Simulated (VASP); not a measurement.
# C8O in VASP: single point with PBE+D3(BJ)

Aim: the single point of C8O with PBE+D3(BJ).

Program: VASP 6.6.1. These are calculated values, not measurements. Logs are shortened: lines on timing, memory, paths and dates and some standing lists are left out, and cuts for length are marked.

## Step 1: The cell of the first run

The cell holds a slab with vacuum, 9 atoms: a = 2.466 Å, b = 2.465 Å, c = 29.199 Å, α = 90.00°, β = 90.00°, γ = 120.01°.

## Step 2: Single point, PBE+D3(BJ)

Contents of INCAR:

```
SYSTEM = C8O
PREC = Accurate
ENCUT = 520
EDIFF = 1E-6
ISMEAR = 0
SIGMA = 0.1
LREAL = .False.
LASPH = .True.
NELM = 100
ALGO = Fast
ISIF = 2
LWAVE = .False.
LCHARG = .True.
LDIPOL = .True.
IDIPOL = 3
DIPOL = 0.5 0.5 0.500
GGA = PE
IVDW = 12
LELF = .True.
LVHAR = .True.
LVACPOTAV = .True.
NBANDS = 29
```

Contents of KPOINTS:

```
Automatic mesh
0
Gamma
  12 12 1
  0 0 0
```

Contents of POSCAR:

```
C8O
1.0
    2.4655379958      0.0000000000      0.0000000000
   -1.2327689979      2.1341461202      0.0000000000
    0.0000000000      0.0000000000     29.1985170553
C O
8 1
Direct
    0.0833101793      0.1666203587      0.2911106747
    0.4166898206      0.8333796413      0.2911106747
    0.5833101794      0.1666203587      0.4075389574
    0.9166898206      0.8333796413      0.4075389574
    0.0832181754      0.1664363508      0.5249389312
    0.4167818246      0.8335636492      0.5249389312
    0.5834116348      0.1668232695      0.7179806853
    0.9165883652      0.8331767305      0.7179806853
    0.2500000000      0.5000000000      0.6176339708
```

Potentials or basis: VASP PAW PBE potentials, release 64 (C, O).

Run with:

```sh
cat potpaw_PBE.64/C/POTCAR potpaw_PBE.64/O/POTCAR > POTCAR
mpirun -np 1 vasp_std > vasp.out
```

OUTCAR:

```text
SYSTEM = C8O
   PREC = Accurate
   ENCUT = 520
   EDIFF = 1E-6
   ISMEAR = 0
   LREAL = .False.
   LASPH = .True.
   NELM = 100
   ISIF = 2
   GGA = PE
   IVDW = 12
 IVDW          = 12

 ion  position               nearest neighbor table
   1  0.083  0.167  0.291-   2 1.42   2 1.42   2 1.42
   2  0.417  0.833  0.291-   1 1.42   1 1.42   1 1.42
   3  0.583  0.167  0.408-   4 1.42   4 1.42   4 1.42
   4  0.917  0.833  0.408-   3 1.42   3 1.42   3 1.42
   5  0.083  0.166  0.525-   6 1.42   6 1.42   6 1.42
   6  0.417  0.834  0.525-   5 1.42   5 1.42   5 1.42
   7  0.583  0.167  0.718-   8 1.42   8 1.42   8 1.42
   8  0.917  0.833  0.718-   7 1.42   7 1.42   7 1.42
   9  0.250  0.500  0.618-

  Warning from LATTYP: Monoclinic adjustment (A1->A3, A2->A1, A3->A2)!
  LATTYP: Found a base centered orthorhombic cell.
 ALAT       =     2.4655379958
 B/A-ratio  =     1.7311808813
 C/A-ratio  =    11.8426554793

  Lattice vectors:

 A1 = (   1.2327689979,  -2.1341461202,   0.0000000000)
 A2 = (   1.2327689979,   2.1341461202,   0.0000000000)
 A3 = (   0.0000000000,   0.0000000000,  29.1985170553)

Analysis of symmetry for initial positions (statically):
=====================================================================
 Subroutine PRICEL returns:
 Original cell was already a primitive cell.

 Routine SETGRP: Setting up the symmetry group for a
 base centered orthorhombic supercell.

 Subroutine GETGRP returns: Found  4 space group operations
 (whereof  2 operations were pure point group operations)
 out of a pool of  8 trial point group operations.

The static configuration has the point symmetry C_1h.
 The point group associated with its full space group is C_2v.

Analysis of symmetry for dynamics (positions and initial velocities):
=====================================================================
 Subroutine PRICEL returns:
 Original cell was already a primitive cell.

 Routine SETGRP: Setting up the symmetry group for a
 base centered orthorhombic supercell.

 Subroutine GETGRP returns: Found  4 space group operations
 (whereof  2 operations were pure point group operations)
 out of a pool of  8 trial point group operations.

The dynamic configuration has the point symmetry C_1h.
 The point group associated with its full space group is C_2v.

 Subroutine INISYM returns: Found  4 space group operations
 (whereof  2 operations are pure point group operations),
 and found     1 'primitive' translations

----------------------------------------------------------------------------------------

                                     Primitive cell

  volume of cell :     153.6373

  direct lattice vectors                    reciprocal lattice vectors
     2.465537996  0.000000000  0.000000000     0.405590991  0.234285739  0.000000000
    -1.232768998  2.134146120  0.000000000     0.000000000  0.468571477  0.000000000
     0.000000000  0.000000000 29.198517055     0.000000000  0.000000000  0.034248315

  length of vectors
     2.465537996  2.464609313 29.198517055     0.468394982  0.468571477  0.034248315

  position of ions in fractional coordinates (direct lattice)
     0.083310179  0.166620359  0.291110675
     0.416689821  0.833379641  0.291110675
     0.583310179  0.166620359  0.407538957
     0.916689821  0.833379641  0.407538957
     0.083218175  0.166436351  0.524938931
     0.416781825  0.833563649  0.524938931
     0.583411635  0.166823270  0.717980685
     0.916588365  0.833176730  0.717980685
     0.250000000  0.500000000  0.617633971

  ion indices of the primitive-cell ions
   primitive index   ion index
                 1           1
                 2           2
                 3           3
                 4           4
                 5           5
                 6           6
                 7           7
                 8           8
                 9           9

----------------------------------------------------------------------------------------

 KPOINTS: Automatic mesh

Automatic generation of k-mesh.
 Grid dimensions read from file:
 generate k-points for:   12   12    1

 Generating k-lattice:

  Cartesian coordinates                     Fractional coordinates (reciprocal lattice)
     0.033799249  0.019523812  0.000000000     0.083333333 -0.000000000  0.000000000
     0.000000000  0.039047623  0.000000000     0.000000000  0.083333333  0.000000000
     0.000000000  0.000000000  0.034248315     0.000000000  0.000000000  1.000000000

  Length of vectors
     0.039032915  0.039047623  0.034248315

  Shift w.r.t. Gamma in fractional coordinates (k-lattice)
     0.000000000  0.000000000  0.000000000

 Subroutine IBZKPT returns following result:
 ===========================================

 Found     43 irreducible k-points:

 Following reciprocal coordinates:
            Coordinates               Weight
  0.000000  0.000000  0.000000      1.000000
  0.083333  0.000000  0.000000      4.000000
  0.166667  0.000000  0.000000      4.000000
  0.250000  0.000000  0.000000      4.000000
  0.333333 -0.000000  0.000000      4.000000
  0.416667  0.000000  0.000000      4.000000
[... 16 lines left out ...]
  0.333333  0.166667  0.000000      4.000000
  0.416667  0.166667  0.000000      4.000000
 [... further k-points ...]
   k-points           NKPTS =     43   k-points in BZ     NKDIM =     43   number of bands    NBANDS=     29
   number of dos      NEDOS =    301   number of ions     NIONS =      9
   total plane-waves  NPLWV =  72576
   dimension x,y,z NGX =    18 NGY =   18 NGZ =  224
   dimension x,y,z NGXF=    36 NGYF=   36 NGZF=  448
   ions per type =               8   1
   NGX,Y,Z   is equivalent  to a cutoff of  12.14, 12.14, 12.75 a.u.
   NGXF,Y,Z  is equivalent  to a cutoff of  24.27, 24.28, 25.51 a.u.
 SYSTEM =  C8O
   PREC   = accura    normal or accurate (medium, high low for compatibility)
   ISTART =      0    job   : 0-new  1-cont  2-samecut
   ICHARG =      2    charge: 1-file 2-atom 10-const
   ISPIN  =      1    spin polarized calculation?
   LNONCOLLINEAR =      F non collinear calculations
   LSORBIT =      F    spin-orbit coupling
   LASPH  =      T    aspherical Exc in radial PAW
   ENCUT  =  520.0 eV  38.22 Ry    6.18 a.u.   4.58  4.58 54.29*2*pi/ulx,y,z
   NELM   =    100;   NELMIN=  2; NELMDL= -5     # of ELM steps
   EDIFF  = 0.1E-05   stopping-criterion for ELM
   LREAL  =      F    real-space projection
   EDIFFG = 0.1E-04   stopping-criterion for IOM
   NSW    =      0    number of steps for IOM
   IBRION =     -1    ionic relax: 0-MD 1-quasi-New 2-CG
   NFREE  =      0    steps in history (QN), initial steepest desc. (CG)
   ISIF   =      2    stress and relaxation
   ISYM   =      2    0-nonsym 1-usesym 2-fastsym
   POTIM  = 0.5000    time-step for ionic-motion
   TEBEG  =    0.0;   TEEND  =   0.0 temperature during run
   PSTRESS=    0.0 pullay stress
   NELECT =      38.0000    total number of electrons
   NUPDOWN=      -1.0000    fix difference up-down
   EMIN   =  10.00;   EMAX   =-10.00  energy-range for DOS
   EFERMI =   0.00;   METHOD = LEGACY
   ISMEAR =     0;   SIGMA  =   0.10  broadening in eV -4-tet -1-fermi 0-gaus
   EFERMI_NEDOS =   21; number of points for ismear=-14 and -15
   IALGO  =     68    algorithm
   IMIX   =      4    mixing-type and parameters
     AMIX     =   0.40;   BMIX     =  1.00
     AMIX_MAG =   1.60;   BMIX_MAG =  1.00
  volume/ion in A,a.u.               =      17.07       115.20
  Fermi-wavevector in a.u.,A,eV,Ry     =   1.027631  1.941941 14.368096  1.056025
  Thomas-Fermi vector in A             =   2.161586
   LORBIT       =      0    0 simple, 1 ext, 2 COOP (PROOUT), +10 PAW based schemes
   GGA     = PE    functional components
   LHFCALC =     F    Hartree Fock is set to
   AEXX    =    0.0000 exact exchange contribution
   IVDW    =    12    specifies the selected vdW correction
   LEPSILON=     F    determine dielectric tensor
   LRPA    =     F    only Hartree local field effects (RPA)
 non-spin polarized calculation
 RMM-DIIS sequential band-by-band and
 Gauss-broadening in eV      SIGMA  =   0.10
  energy-cutoff  :      520.00
  volume of cell :      153.64
 maximum number of plane-waves:      4190
   NGX =  9   NGY =  9   NGZ =109

 dipolmoment           0.000000      0.000000     -0.176479 electrons x Angstroem

 number of electron      37.9999994 magnetization

 dipolmoment           0.000000      0.000000      0.030973 electrons x Angstroem

 Free energy of the ion-electron system (eV)
  ---------------------------------------------------
  ext. energy  EPLUGINS =         0.00000000
  ---------------------------------------------------
  free energy    TOTEN  =       -75.91418073 eV

  energy without entropy =      -75.89501153  energy(sigma->0) =      -75.90459613

 E-fermi :  -0.5445     XC(G=0):  -5.8273

 val. band max:       -0.5457243755   @ k =   0.5000   0.1667   0.0000
 cond. band min:      -0.5422682775   @ k =   0.5000   0.2500   0.0000
 fundamental gap:      0.0034560980
 Fermi energy:        -0.5445063437

 k-point     1 :       0.0000    0.0000    0.0000
  band No.  band energies     occupation
      1     -20.0465      2.00000
      2     -19.8854      2.00000
      3     -19.2518      2.00000
      4     -18.8721      2.00000
      5     -17.6353      2.00000
      6      -8.5604      2.00000
[... 21 lines left out ...]
     28       8.7374      0.00000
     29       8.9656      0.00000

 k-point     2 :       0.0833    0.0000    0.0000
  band No.  band energies     occupation
      1     -19.8818      2.00000
      2     -19.7217      2.00000
      3     -19.0887      2.00000
      4     -18.7086      2.00000
      5     -17.5359      2.00000
      6      -8.3613      2.00000
[... 696 lines left out ...]
 k-point    24 :       0.4167    0.1667    0.0000
  band No.  band energies     occupation
      1     -15.7947      2.00000
      2     -14.3437      2.00000
      3     -14.2521      2.00000
      4     -13.5722      2.00000
      5     -13.3215      2.00000
      6     -13.2223      2.00000
[... 21 lines left out ...]
     28      10.6151      0.00000
     29      11.0562      0.00000

 [... further k-points ...]

------------------------ aborting loop because EDIFF is reached ----------------------------------------

 Edisp (eV)   -1.16363

 E8    (eV) :    -0.3337

  FORCE on cell =-STRESS in cart. coord.  units (eV):
  Direction    XX          YY          ZZ          XY          YZ          ZX
  --------------------------------------------------------------------------------------
  -------------------------------------------------------------------------------------
  Total      -2.76389    -2.13252    -0.06508     0.00000     0.00000     0.00000
  in kB     -28.82269   -22.23861    -0.67864     0.00000     0.00000     0.00000
  external pressure =      -17.25 kB  Pullay stress =        0.00 kB

 VOLUME and BASIS-vectors are now :
 -----------------------------------------------------------------------------
  energy-cutoff  :      520.00
  volume of cell :      153.64
      direct lattice vectors                 reciprocal lattice vectors
     2.465537996  0.000000000  0.000000000     0.405590991  0.234285739  0.000000000
    -1.232768998  2.134146120  0.000000000     0.000000000  0.468571477  0.000000000
     0.000000000  0.000000000 29.198517055     0.000000000  0.000000000  0.034248315

 POSITION                                       TOTAL-FORCE (eV/Angst)
 -----------------------------------------------------------------------------------
     -0.00000      0.35559      8.50000         0.000000     -0.013564      0.000777
     -0.00000      1.77855      8.50000         0.000000      0.013564      0.000777
      1.23277      0.35559     11.89953         0.000000     -0.047832     -0.001086
      1.23277      1.77855     11.89953        -0.000000      0.047832     -0.001086
      0.00000      0.35520     15.32744         0.000000     -0.003460     -0.000716
      0.00000      1.77895     15.32744         0.000000      0.003460     -0.000716
      1.23277      0.35603     20.96397        -0.000000      0.001666      0.000879
      1.23277      1.77812     20.96397         0.000000     -0.001666      0.000879
      0.00000      1.06707     18.03400        -0.000000      0.000000      0.000292
 -----------------------------------------------------------------------------------
    total drift:                               -0.000000     -0.000000     -0.000444

  FREE ENERGIE OF THE ION-ELECTRON SYSTEM (eV)
  ---------------------------------------------------
  free  energy   TOTEN  =       -77.0778120028 eV

  energy  without entropy=      -77.0586428041  energy(sigma->0) =      -77.06822740

 vacuum level on the upper side and lower side of the slab         4.847         3.781
```

Run time: 8.6 min. Hardware: 1 thread of Oxide Virtual Turin-like, shared host; peak memory 0.31 GiB.

Results:

- Free energy: -77.0778 eV
- Largest force: 0.048 eV/Å
- Band gap on the k mesh: zero (bands 19 and 20 overlap by 1.65 eV)
- Dispersion energy per atom: -0.129 eV

Forces in eV/Å, atoms in the order of the input:
```
C    0.000 -0.014  0.001
C    0.000  0.014  0.001
C    0.000 -0.048 -0.001
C    0.000  0.048 -0.001
C    0.000 -0.003 -0.001
C    0.000  0.003 -0.001
C    0.000  0.002  0.001
C    0.000 -0.002  0.001
O    0.000  0.000  0.000
```
